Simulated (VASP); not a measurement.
# TaN3: single point with PBE

Crystal: TaN3.

```xyz
8
Lattice="4.6744 0.0000 0.0000 0.0000 3.8489 0.0000 0.0000 0.0000 4.1139" Properties=species:S:1:pos:R:3 pbc="T T T"
N     0.0000    1.9244    1.4193
N     2.3372    0.0000    2.6946
N     1.1686    0.0000    0.6377
N     3.5058    0.0000    0.6377
N     3.5058    1.9244    3.4763
N     1.1686    1.9244    3.4763
Ta    0.0000    0.0000    2.6946
Ta    2.3372    1.9244    1.4193
```

```json
{"Program": "VASP 6.6.1", "Task": "single point", "Functional": "PBE", "Potentials or basis": "VASP PAW PBE potentials, release 64 (N, Ta_pv)", "Cutoff": "600 eV", "k mesh": "6 × 8 × 7", "Occupations": "fermi-dirac, width 0.0123 eV", "Spin": "no spin polarisation", "Dipole correction": "no", "Charge": "1", "Further INCAR settings": "ALGO = Normal; EDIFF = 1e-06; NBANDS = 36; NELECT = 51.0"}
```

```
Largest force : 1.396 eV/Å
```

Forces on the atoms (eV/Å):
```
N    0.000  0.000  1.396
N    0.000  0.000 -1.396
N    0.246  0.000 -0.233
N   -0.246  0.000 -0.233
N    0.246  0.000  0.233
N   -0.246  0.000  0.233
Ta   0.000  0.000  1.193
Ta   0.000  0.000 -1.193
```

Levels at points of the mesh, in eV from the Fermi level:
```
           k point  band 24  band 25  band 26  band 27  band 28  band 29
(0.00, 0.00, 0.00)    -0.86    -0.55     0.77     1.22     1.54     1.99
(0.50, 0.00, 0.00)    -1.64    -1.11    -1.11     0.81     0.81     1.30
(0.00, 0.50, 0.00)    -0.29     1.19     1.19     1.47     1.47     1.70
(0.50, 0.50, 0.00)    -1.43     0.05     0.05     0.64     0.64     1.56
```

Wall time 6.1 min on 1 thread of Oxide Virtual Turin-like Processor (shared host), peak memory 0.31 GiB.

Caveat: the cell carries a net charge on a neutralising background, which shifts energy and pressure; the cell is charged against a uniform background, so pressure and absolute levels hang on convention; spin-orbit coupling is left out, which moves the levels of the heavy elements; an odd number of electrons without spin polarisation forces a metal; a magnetic or distorted state may lie lower.
